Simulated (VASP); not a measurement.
Wanted: the native input for a VASP 6.6.1 run.

| Property | Result |
| --- | --- |
| Task | single point |
| Functional | PBEsol |
| Potentials or basis | VASP PAW PBE potentials, release 64 (Nb_sv) |
| Cutoff | 520 eV |
| k mesh | 11 × 11 × 11 |
| Occupations | fermi-dirac, width 0.05 eV |
| Spin | no spin polarisation |
| Dipole correction | no |
| Further INCAR settings | ALGO = Fast; EDIFF = 1e-06; NBANDS = 12 |

The structure of Nb lies in POSCAR:

```
Nb
1.0
    0.0000000000      2.0645720464      2.0645720464
    2.0645720464      0.0000000000      2.0645720464
    2.0645720464      2.0645720464      0.0000000000
Nb
1
Direct
    0.0000000000      0.0000000000      0.0000000000
```

The input as run:

INCAR

```
SYSTEM = Nb
  PREC = Accurate
  ENCUT = 520
  EDIFF = 1E-6
  ISMEAR = -1
  SIGMA = 0.05
  LREAL = .False.
  LASPH = .True.
  NELM = 100
  ALGO = Fast
  ISIF = 2
  LWAVE = .False.
  LCHARG = .True.
  GGA = PS
  LELF = .True.
  LVHAR = .True.
  NBANDS = 12
```

KPOINTS

```
regular mesh
0
Gamma
  11 11 11
  0 0 0
```

Potentials or basis: VASP PAW PBE potentials, release 64 (Nb_sv).

The run is started by

```sh
$ cat potpaw_PBE.64/Nb_sv/POTCAR > POTCAR
$ mpirun -np 1 vasp_std > vasp.out
```

It gave:

The pressure is 4.7 GPa.

Caveat: the PAW data sets were made with another functional, which shifts forces and pressure a little.

Run time: 8.6 s on 1 thread of Intel(R) Xeon(R) 6975P-C (Granite Rapids), with other jobs on the host, peak memory 0.14 GiB.
